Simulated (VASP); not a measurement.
A run of VASP 6.6.1 is set up as follows.

INCAR

```
SYSTEM = SbP
ALGO = Normal ; EDIFF = 1E-6
ENCUT = 520 ; GGA = PE
ISIF = 2 ; ISMEAR = -1
LASPH = .TRUE. ; LCHARG = .FALSE.
LREAL = .FALSE. ; LWAVE = .FALSE.
NBANDS = 12 ; NELM = 80
PREC = Accurate ; SIGMA = 0.05
```

KPOINTS

```
k-points
0
G
  11 11 11
  0 0 0
```

File POSCAR:

```
SbP
1.0
    0.0000000000      2.7988206053      2.7988206053
    2.7988206053      0.0000000000      2.7988206053
    2.7988206053      2.7988206053      0.0000000000
Sb P
1 1
Direct
    0.0000000000      0.0000000000      0.0000000000
    0.5000000000      0.5000000000      0.5000000000
```

Potentials or basis: VASP PAW PBE potentials, release 64 (Sb, P).

Launch:

```console
$ cat potpaw_PBE.64/Sb/POTCAR potpaw_PBE.64/P/POTCAR > POTCAR
$ mpirun -np 1 vasp_std > vasp.out
```

Task: Predict the band gap on the k mesh.

Result: Zero (band 5 reaches 8.44 eV, above the bottom of band 6 at 7.97 eV).

Task: Predict the pressure.

Result: 1.5 GPa.

Caveat: spin-orbit coupling is left out, which moves the levels of the heavy elements.
